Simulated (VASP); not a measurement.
# SiC (P6_3mc) in VASP: further runs

SiC is run at these levels: PBE; tasks: single point.

Program: VASP 6.6.1. These are calculated values, not measurements. Logs are shortened: lines on timing, memory, paths and dates and some standing lists are left out, and cuts for length are marked.

## 1. The cell of the first run

It takes space group P6_3mc (No. 186, hexagonal). Conventional cell: a = 3.092 Å, b = 3.092 Å, c = 5.074 Å, α = 90.00°, β = 90.00°, γ = 120.00°. Within 2.5 Å of Si (site symmetry 3m) lie 4 C at 1.89 to 1.91 Å. C (site symmetry 3m) has 4 Si at 1.89 to 1.91 Å within 2.5 Å.

## 2. Single point, PBE

INCAR

```
SYSTEM = SiC
ALGO = Normal ; EDIFF = 1E-7
ENCUT = 520 ; GGA = PE
ISIF = 2 ; ISMEAR = 0
LASPH = .True. ; LCHARG = .False.
LREAL = .False. ; LWAVE = .False.
NBANDS = 16 ; NELM = 80
PREC = Accurate ; SIGMA = 0.02
```

KPOINTS

```
k-points
0
Gamma
  12 12 6
  0 0 0
```

POSCAR

```
SiC
1.0
    3.0919365181      0.0000000000      0.0000000000
   -1.5459682590      2.6776955715      0.0000000000
    0.0000000000      0.0000000000      5.0742922873
Si C
2 2
Direct
    0.3333333333      0.6666666667      0.4995817071
    0.6666666667      0.3333333333      0.9995817071
    0.3333333333      0.6666666667      0.8754182929
    0.6666666667      0.3333333333      0.3754182929
```

Potentials or basis: VASP PAW PBE potentials, release 64 (Si, C).

Launch:

```
> cat potpaw_PBE.64/Si/POTCAR potpaw_PBE.64/C/POTCAR > POTCAR
> mpirun -np 1 vasp_std > vasp.out
```

OUTCAR:

```text
SYSTEM = SiC
   EDIFF = 1E-7
   ENCUT = 520
   GGA = PE
   ISIF = 2
   ISMEAR = 0
   LASPH = .True.
   LREAL = .False.
   NELM = 80
   PREC = Accurate

 ion  position               nearest neighbor table
   1  0.333  0.667  0.500-   4 1.89   4 1.89   4 1.89   3 1.91   2 3.10   2 3.10   2 3.10   2 3.10
                             2 3.10   2 3.10
   2  0.667  0.333  1.000-   3 1.89   3 1.89   3 1.89   4 1.91   1 3.10   1 3.10   1 3.10   1 3.10
                             1 3.10   1 3.10
   3  0.333  0.667  0.875-   2 1.89   2 1.89   2 1.89   1 1.91
   4  0.667  0.333  0.375-   1 1.89   1 1.89   1 1.89   2 1.91

  LATTYP: Found a hexagonal cell.
 ALAT       =     3.0919365181
 C/A-ratio  =     1.6411372800

  Lattice vectors:

 A1 = (   3.0919365181,   0.0000000000,   0.0000000000)
 A2 = (  -1.5459682590,   2.6776955715,   0.0000000000)
 A3 = (   0.0000000000,   0.0000000000,   5.0742922873)

Analysis of symmetry for initial positions (statically):
=====================================================================
 Subroutine PRICEL returns:
 Original cell was already a primitive cell.

 Routine SETGRP: Setting up the symmetry group for a
 hexagonal supercell.

 Subroutine GETGRP returns: Found 12 space group operations
 (whereof  6 operations were pure point group operations)
 out of a pool of 24 trial point group operations.

The static configuration has the point symmetry C_3v.
 The point group associated with its full space group is C_6v.

Analysis of symmetry for dynamics (positions and initial velocities):
=====================================================================
 Subroutine PRICEL returns:
 Original cell was already a primitive cell.

 Routine SETGRP: Setting up the symmetry group for a
 hexagonal supercell.

 Subroutine GETGRP returns: Found 12 space group operations
 (whereof  6 operations were pure point group operations)
 out of a pool of 24 trial point group operations.

The dynamic configuration has the point symmetry C_3v.
 The point group associated with its full space group is C_6v.

 Subroutine INISYM returns: Found 12 space group operations
 (whereof  6 operations are pure point group operations),
 and found     1 'primitive' translations

[... 92 lines left out ...]
   ISPIN  =      1    spin polarized calculation?
   LNONCOLLINEAR =      F non collinear calculations
   LSORBIT =      F    spin-orbit coupling
   LASPH  =      T    aspherical Exc in radial PAW
   ENCUT  =  520.0 eV  38.22 Ry    6.18 a.u.   5.75  5.75  9.43*2*pi/ulx,y,z
   NELM   =     80;   NELMIN=  2; NELMDL= -5     # of ELM steps
   EDIFF  = 0.1E-06   stopping-criterion for ELM
   LREAL  =      F    real-space projection
   EDIFFG = 0.1E-05   stopping-criterion for IOM
   NSW    =      0    number of steps for IOM
   IBRION =     -1    ionic relax: 0-MD 1-quasi-New 2-CG
   NFREE  =      0    steps in history (QN), initial steepest desc. (CG)
   ISIF   =      2    stress and relaxation
   ISYM   =      2    0-nonsym 1-usesym 2-fastsym
   POTIM  = 0.5000    time-step for ionic-motion
   TEBEG  =    0.0;   TEEND  =   0.0 temperature during run
   PSTRESS=    0.0 pullay stress
   NELECT =      16.0000    total number of electrons
   NUPDOWN=      -1.0000    fix difference up-down
   EMIN   =  10.00;   EMAX   =-10.00  energy-range for DOS
   EFERMI =   0.00;   METHOD = LEGACY
   ISMEAR =     0;   SIGMA  =   0.02  broadening in eV -4-tet -1-fermi 0-gaus
   EFERMI_NEDOS =   21; number of points for ismear=-14 and -15
   IALGO  =     38    algorithm
   IMIX   =      4    mixing-type and parameters
     AMIX     =   0.40;   BMIX     =  1.00
     AMIX_MAG =   1.60;   BMIX_MAG =  1.00
  volume/ion in A,a.u.               =      10.50        70.88
  Fermi-wavevector in a.u.,A,eV,Ry     =   1.186658  2.242459 19.159157  1.408158
  Thomas-Fermi vector in A             =   2.322826
   LORBIT       =      0    0 simple, 1 ext, 2 COOP (PROOUT), +10 PAW based schemes
   GGA     = PE    functional components
   LHFCALC =     F    Hartree Fock is set to
   AEXX    =    0.0000 exact exchange contribution
   IVDW    =     0    specifies the selected vdW correction
   LEPSILON=     F    determine dielectric tensor
   LRPA    =     F    only Hartree local field effects (RPA)
 non-spin polarized calculation
 Gauss-broadening in eV      SIGMA  =   0.02
  energy-cutoff  :      520.00
  volume of cell :       42.01
 maximum number of plane-waves:      1170
 NGX is ok and might be reduce to    24

 number of electron      16.0000000 magnetization

 Free energy of the ion-electron system (eV)
  ---------------------------------------------------
  ext. energy  EPLUGINS =         0.00000000
  ---------------------------------------------------
  free energy    TOTEN  =       -30.11026377 eV

  energy without entropy =      -30.11026377  energy(sigma->0) =      -30.11026377

 E-fermi :   8.2514     XC(G=0): -11.2826

 val. band max:        8.0839188414   @ k =   0.0000   0.0000   0.0000
 cond. band min:      10.3873383637   @ k =   0.3333   0.3333   0.0000
 fundamental gap:      2.3034195222
 Fermi energy:         8.2513629999

 k-point     1 :       0.0000    0.0000    0.0000
  band No.  band energies     occupation
      1      -7.3614      2.00000
      2      -3.8523      2.00000
      3      -0.5244      2.00000
      4       6.7746      2.00000
      5       6.7746      2.00000
      6       7.9738      2.00000
[... 433 lines left out ...]
      3       0.8011      2.00000
      4       2.5083      2.00000
      5       3.3296      2.00000
      6       5.2623      2.00000
[... 8 lines left out ...]
     15      19.2419      0.00000
     16      20.0159      0.00000

 [... further k-points ...]
[... 5 lines left out ...]
  --------------------------------------------------------------------------------------
  -------------------------------------------------------------------------------------
  Total       -0.0130912     -0.0130912     -0.0098437     -0.0000000      0.0000000      0.0000000
  in kB       -0.4992546     -0.4992546     -0.3754047     -0.0000000      0.0000000      0.0000000
  external PRESSURE =      -0.4579713 kB  Pullay stress =       0.0000000 kB

 VOLUME and BASIS-vectors are now :
 -----------------------------------------------------------------------------
  energy-cutoff  :      520.00
  volume of cell :       42.01
      direct lattice vectors                 reciprocal lattice vectors
     3.091936518  0.000000000  0.000000000     0.323421905  0.186727724  0.000000000
    -1.545968259  2.677695572  0.000000000     0.000000000  0.373455448  0.000000000
     0.000000000  0.000000000  5.074292287     0.000000000  0.000000000  0.197071817

 POSITION                                       TOTAL-FORCE (eV/Angst)
 -----------------------------------------------------------------------------------
     -0.00000      1.78513      2.53502         0.000000      0.000000      0.000239
      1.54597      0.89257      5.07217        -0.000000     -0.000000      0.000239
     -0.00000      1.78513      4.44213         0.000000     -0.000000     -0.000239
      1.54597      0.89257      1.90498        -0.000000      0.000000     -0.000239
 -----------------------------------------------------------------------------------
    total drift:                               -0.000000     -0.000000      0.000554

  FREE ENERGIE OF THE ION-ELECTRON SYSTEM (eV)
  ---------------------------------------------------
  free  energy   TOTEN  =       -30.1102637714 eV

  energy  without entropy=      -30.1102637714  energy(sigma->0) =      -30.11026377
```

OSZICAR:

```text
N       E                     dE             d eps       ncg     rms          rms(c)
DAV:   1     0.244783015463E+02    0.24478E+02   -0.71791E+03  2432   0.897E+02
DAV:   2    -0.311861064351E+02   -0.55664E+02   -0.51155E+02  3448   0.156E+02
DAV:   3    -0.337305712550E+02   -0.25445E+01   -0.25350E+01  3216   0.309E+01
DAV:   4    -0.337497451666E+02   -0.19174E-01   -0.19171E-01  2992   0.326E+00
DAV:   5    -0.337499377157E+02   -0.19255E-03   -0.19255E-03  3160   0.310E-01    0.123E+01
DAV:   6    -0.301881957289E+02    0.35617E+01   -0.64430E+00  3072   0.155E+01    0.550E+00
DAV:   7    -0.301278820863E+02    0.60314E-01   -0.10877E+00  3440   0.605E+00    0.245E+00
DAV:   8    -0.301114974285E+02    0.16385E-01   -0.46169E-02  2776   0.138E+00    0.619E-01
DAV:   9    -0.301099121444E+02    0.15853E-02   -0.75821E-03  3120   0.588E-01    0.124E-01
DAV:  10    -0.301102341805E+02   -0.32204E-03   -0.10471E-03  2944   0.186E-01    0.577E-02
DAV:  11    -0.301102620730E+02   -0.27892E-04   -0.10003E-04  2872   0.708E-02    0.138E-02
DAV:  12    -0.301102631912E+02   -0.11182E-05   -0.69003E-06  3152   0.167E-02    0.411E-03
DAV:  13    -0.301102637623E+02   -0.57110E-06   -0.50657E-07  3064   0.466E-03    0.248E-03
DAV:  14    -0.301102637714E+02   -0.91159E-08   -0.34443E-08  1872   0.123E-03
   1 F= -.30110264E+02 E0= -.30110264E+02  d E =-.945180E-35
```

Wall time 37 s (1 thread of Intel Xeon Platinum 8375C at 2.90GHz (Ice Lake), shared host); peak memory 0.18 GiB.

Results:

- Free energy: -30.1103 eV
- Pressure: 0.0 GPa
- Band gap on the k mesh: 2.30 eV, indirect (least direct gap 3.94 eV)

## 3. Single point, PBE

INCAR

```
SYSTEM = SiC
  PREC = Accurate
  ENCUT = 520
  EDIFF = 1E-7
  ISMEAR = 0
  SIGMA = 0.01
  LREAL = .False.
  LASPH = .True.
  NELM = 100
  ALGO = Normal
  ISIF = 2
  LWAVE = .False.
  LCHARG = .False.
  GGA = PE
  NBANDS = 16
```

KPOINTS

```
regular mesh
0
Gamma
  12 12 6
  0 0 0
```

POSCAR is that of step 2.

Potentials or basis: VASP PAW PBE potentials, release 64 (Si, C).

Launch:

```
> cat potpaw_PBE.64/Si/POTCAR potpaw_PBE.64/C/POTCAR > POTCAR
> mpirun -np 1 vasp_std > vasp.out
```

Run time: 38 s. Hardware: 1 thread of Intel Xeon Platinum 8375C at 2.90GHz (Ice Lake), shared host; peak memory 0.18 GiB.

Results (log left out):

- Free energy: -30.1103 eV
- Pressure: 0.0 GPa
- Band gap on the k mesh: 2.30 eV, indirect (least direct gap 3.94 eV)

Levels at points of the mesh, in eV from the valence-band top:
```csv
k point,band 6,band 7,band 8,band 9,band 10,band 11
"(0.00, 0.00, 0.00)",-0.11,0.00,0.00,4.67,6.04,6.57
"(0.50, 0.00, 0.00)",-3.29,-3.24,-1.19,2.75,4.21,6.76
"(0.00, 0.00, 0.50)",-0.71,-0.71,-0.71,5.76,5.76,7.27
"(0.50, 0.00, 0.50)",-2.42,-2.31,-2.31,3.25,3.25,5.19
```

## 4. Single point, PBE

This run uses another cell than the first one: it holds 48 atoms, not 4.

INCAR

```
PREC     = Accurate       # precision mode
ENCUT    = 520            # plane-wave cutoff, eV
EDIFF    = 1E-7           # SCF threshold, eV
ISMEAR   = 0              # smearing method
SIGMA    = 0.01           # smearing width, eV
LREAL    = Auto         
LASPH    = T              # aspherical terms in the spheres
NELM     = 60             # most SCF steps
ALGO     = Normal         # electronic algorithm
ISIF     = 2              # what is computed and relaxed
LWAVE    = F              # write WAVECAR
LCHARG   = F              # write CHGCAR
GGA      = PE             # functional
NBANDS   = 126            # bands
```

KPOINTS

```
Automatic mesh
0
Gamma
  1 1 1
```

POSCAR

```
SiC
1.0
   -6.1838730361      0.0000000000     -5.0742922873
    3.0919365181      5.3553911431     -5.0742922873
    3.0919365181     -5.3553911431     -5.0742922873
Si C
24 24
Direct
    0.6668060976      0.3334727643      0.5001394310
    0.3334727643      0.0001394310      0.1668060976
    0.5001394310      0.1668060976      0.8334727643
    0.0001394310      0.1668060976      0.3334727643
    0.5001394310      0.6668060976      0.3334727643
    0.1668060976      0.3334727643      0.0001394310
    0.8334727643      0.0001394310      0.6668060976
    0.6668060976      0.8334727643      0.0001394310
    0.3334727643      0.5001394310      0.6668060976
    0.1668060976      0.8334727643      0.5001394310
    0.8334727643      0.5001394310      0.1668060976
    0.0001394310      0.6668060976      0.8334727643
    0.3334727643      0.1668060976      0.5001394310
    0.0001394310      0.8334727643      0.1668060976
    0.1668060976      0.0001394310      0.8334727643
    0.6668060976      0.0001394310      0.3334727643
    0.1668060976      0.5001394310      0.3334727643
    0.8334727643      0.1668060976      0.0001394310
    0.5001394310      0.8334727643      0.6668060976
    0.3334727643      0.6668060976      0.0001394310
    0.0001394310      0.3334727643      0.6668060976
    0.8334727643      0.6668060976      0.5001394310
    0.5001394310      0.3334727643      0.1668060976
    0.6668060976      0.5001394310      0.8334727643
    0.5415272357      0.2081939024      0.3748605690
    0.2081939024      0.8748605690      0.0415272357
    0.3748605690      0.0415272357      0.7081939024
    0.8748605690      0.0415272357      0.2081939024
    0.3748605690      0.5415272357      0.2081939024
    0.0415272357      0.2081939024      0.8748605690
    0.7081939024      0.8748605690      0.5415272357
    0.5415272357      0.7081939024      0.8748605690
    0.2081939024      0.3748605690      0.5415272357
    0.0415272357      0.7081939024      0.3748605690
    0.7081939024      0.3748605690      0.0415272357
    0.8748605690      0.5415272357      0.7081939024
    0.5415272357      0.3748605690      0.7081939024
    0.2081939024      0.0415272357      0.3748605690
    0.3748605690      0.2081939024      0.0415272357
    0.8748605690      0.2081939024      0.5415272357
    0.3748605690      0.7081939024      0.5415272357
    0.0415272357      0.3748605690      0.2081939024
    0.7081939024      0.0415272357      0.8748605690
    0.5415272357      0.8748605690      0.2081939024
    0.2081939024      0.5415272357      0.8748605690
    0.0415272357      0.8748605690      0.7081939024
    0.7081939024      0.5415272357      0.3748605690
    0.8748605690      0.7081939024      0.0415272357
```

Launch:

```
> cat potpaw_PBE.64/Si/POTCAR potpaw_PBE.64/C/POTCAR > POTCAR
> mpirun -np 1 vasp_gam > vasp.out
```

Run time: 1.9 min. Hardware: 1 thread of Intel Xeon Platinum 8375C at 2.90GHz (Ice Lake), shared host; peak memory 0.44 GiB.

It converged, with:

```
Free energy            : -363.0589 eV
Pressure               : -1.4 GPa
Band gap on the k mesh : 2.77 eV
```

Forces on the atoms (eV/Å):
```
Si   0.000  0.000  0.003
Si   0.000  0.000  0.003
Si   0.000  0.000  0.003
Si   0.000  0.000  0.003
Si   0.000  0.000  0.003
Si   0.000  0.000  0.003
Si   0.000  0.000  0.003
Si   0.000  0.000  0.003
Si   0.000  0.000  0.003
Si   0.000  0.000  0.003
Si   0.000  0.000  0.003
Si   0.000  0.000  0.003
Si   0.000  0.000  0.003
Si   0.000  0.000  0.003
Si   0.000  0.000  0.003
Si   0.000  0.000  0.003
Si   0.000  0.000  0.003
Si   0.000  0.000  0.003
Si   0.000  0.000  0.003
Si   0.000  0.000  0.003
Si   0.000  0.000  0.003
Si   0.000  0.000  0.003
Si   0.000  0.000  0.003
Si   0.000  0.000  0.003
C    0.000  0.000 -0.003
C    0.000  0.000 -0.003
C    0.000  0.000 -0.003
C    0.000  0.000 -0.003
C    0.000  0.000 -0.003
C    0.000  0.000 -0.003
C    0.000  0.000 -0.003
C    0.000  0.000 -0.003
C    0.000  0.000 -0.003
C    0.000  0.000 -0.003
C    0.000  0.000 -0.003
C    0.000  0.000 -0.003
C    0.000  0.000 -0.003
C    0.000  0.000 -0.003
C    0.000  0.000 -0.003
C    0.000  0.000 -0.003
C    0.000  0.000 -0.003
C    0.000  0.000 -0.003
C    0.000  0.000 -0.003
C    0.000  0.000 -0.003
C    0.000  0.000 -0.003
C    0.000  0.000 -0.003
C    0.000  0.000 -0.003
C    0.000  0.000 -0.003
```

Stress tensor (GPa, compression positive):
```
-3.04  0.00  0.00
 0.00 -3.04  0.00
 0.00  0.00  1.78
```

Levels at points of the mesh, in eV from the valence-band top:
| k point | band 93 | band 94 | band 95 | band 96 | band 97 | band 98 | band 99 | band 100 |
| --- | --- | --- | --- | --- | --- | --- | --- | --- |
| (0.00, 0.00, 0.00) | -1.19 | -0.12 | 0.00 | 0.00 | 2.77 | 2.77 | 2.77 | 4.22 |

Caveat: the k points lie up to 0.79 Å⁻¹ apart. As with any semilocal functional, this PBE gap is likely too small.

[end of part 1 of 2]
